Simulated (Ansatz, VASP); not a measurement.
## One calculation of Mo2Ru3, two programs

```xyz
10
Lattice="2.7585 0.0000 0.0000 -1.3792 2.3889 0.0000 0.0000 0.0000 22.2045" Properties=species:S:1:pos:R:3 pbc="T T T"
Mo    0.0000    1.5926   20.9564
Mo    0.0000    1.5926    7.7888
Mo    1.3792    0.7963    1.2481
Mo    1.3792    0.7963   14.4157
Ru    0.0000    1.5926   16.5868
Ru    0.0000    1.5926    3.3864
Ru    0.0000    1.5926   12.1718
Ru    1.3792    0.7963   18.8181
Ru    1.3792    0.7963    5.6177
Ru    1.3792    0.7963   10.0327
```

Alike in both runs: functional PBE; k mesh 6 × 6 × 1; occupations gaussian, width 0.1 eV; no spin polarisation.

Ansatz relaxed the structure, and its values are those at the end. VASP's run is a single point on that final structure, the one shown.

|  | VASP | Ansatz |
| --- | --- | --- |
| version | VASP 6.6.1 | Ansatz 0.2.0 |
| potentials or method | VASP PAW PBE potentials, release 64 (Mo_sv, Ru_pv), cutoff 520 eV | scalar-relativistic, plane waves, PAW |
| valence electrons in the cell | 140 | 152 |

```tsv
	VASP	Ansatz	Ansatz less VASP
gap on the k mesh at the Fermi level (eV)	none	none	-
pressure (GPa)	0.3	0.1	-0.21
rms of the force components (eV/Å)	0.020	0.014	-0.0064
```

A gap of «none» marks a metal or a gap that the smearing closes. With one functional, cell and mesh, what is left measures potentials, basis and numerics. VASP's potentials hold 140 valence electrons a cell and Ansatz's 152, so a difference there can come from the potentials and not from the codes.

The k mesh is coarse, so the values compare programs but aren't converged.
